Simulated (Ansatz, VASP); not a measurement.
# W: VASP beside Ansatz

File INCAR:

```
SYSTEM = W
ALGO = Normal ; EDIFF = 1E-7
EDIFFG = -0.005 ; ENCUT = 500
GGA = PE ; GGA_COMPAT = .False.
IBRION = 2 ; ISIF = 3
ISMEAR = -1 ; LASPH = .True.
LCHARG = .False. ; LREAL = .False.
LWAVE = .False. ; NELM = 120
NELMIN = 4 ; NSW = 80
PREC = Accurate ; SIGMA = 0.15
```

The input KPOINTS:

```
k-points
0
Gamma
  15 15 15
  0 0 0
```

File POSCAR:

```
W
1.0
   -1.5823450000      1.5823450000      1.5823450000
    1.5823450000     -1.5823450000      1.5823450000
    1.5823450000      1.5823450000     -1.5823450000
W
1
Direct
    0.0000000000      0.0000000000      0.0000000000
```

Input for Ansatz:

```yaml
crystal:
  lattice:
    bravais: bcc
    a: 3.16469
  space_group: 229
  atoms:
    - { symbol: W, position: [0.0, 0.0, 0.0] }
  reduce_to_primitive: true
kpoints:
  mp_grid:
    grid: [15, 15, 15]
hamiltonian:
  xc: pbe
  dispersion: none
scf:
  occupations:
    method: fermi_dirac
    width: 0.15
relax:
  f_tol: 0.005
  cell: {}
```

Alike in both runs: task relaxation of cell and atoms; functional PBE; k mesh 15 × 15 × 15; occupations fermi-dirac, width 0.15 eV; no spin polarisation.

```csv
,VASP,Ansatz
version,VASP 6.6.1,Ansatz 0.2.0
potentials or method,"VASP PAW PBE potentials, release 64 (W_sv)","plane waves, PAW"
plane-wave cutoff (eV),500,420
valence electrons in the cell,14,14
```

|  | VASP | Ansatz | Ansatz less VASP |
| --- | --- | --- | --- |
| relaxed volume (Å³/atom) | 16.17 | 16.14 | -0.026 |
| relaxed length of the cell vector where the two differ most in proportion (Å) | 2.759 | 2.758 | -0.0015 |

Neither program's run includes spin-orbit coupling.
